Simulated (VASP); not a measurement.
A run of VASP 6.6.1 is set up as follows.

INCAR

```
SYSTEM = HgTe
  PREC = Accurate
  ENCUT = 520
  EDIFF = 1E-8
  ISMEAR = -1
  SIGMA = 0.08
  LREAL = .FALSE.
  LASPH = .TRUE.
  NELM = 100
  ALGO = Normal
  ISIF = 2
  LWAVE = .FALSE.
  LCHARG = .FALSE.
  GGA = PS
  NBANDS = 16
  IBRION = 8
  NSW = 1
```

Contents of KPOINTS:

```
regular mesh
0
G
  10 10 10
  0 0 0
```

Contents of POSCAR:

```
HgTe
1.0
    0.0000000000      3.2384880199      3.2384880199
    3.2384880199      0.0000000000      3.2384880199
    3.2384880199      3.2384880199      0.0000000000
Hg Te
1 1
Direct
    0.0000000000      0.0000000000      0.0000000000
    0.7500000000      0.7500000000      0.7500000000
```

Potentials or basis: VASP PAW PBE potentials, release 64 (Hg, Te).

Command:

```console
$ cat potpaw_PBE.64/Hg/POTCAR potpaw_PBE.64/Te/POTCAR > POTCAR
$ mpirun -np 1 vasp_std > vasp.out
```

(1) What does it give for the highest phonon frequency at Γ, LO-TO splitting left out?

Results:

(1) 114 cm⁻¹.
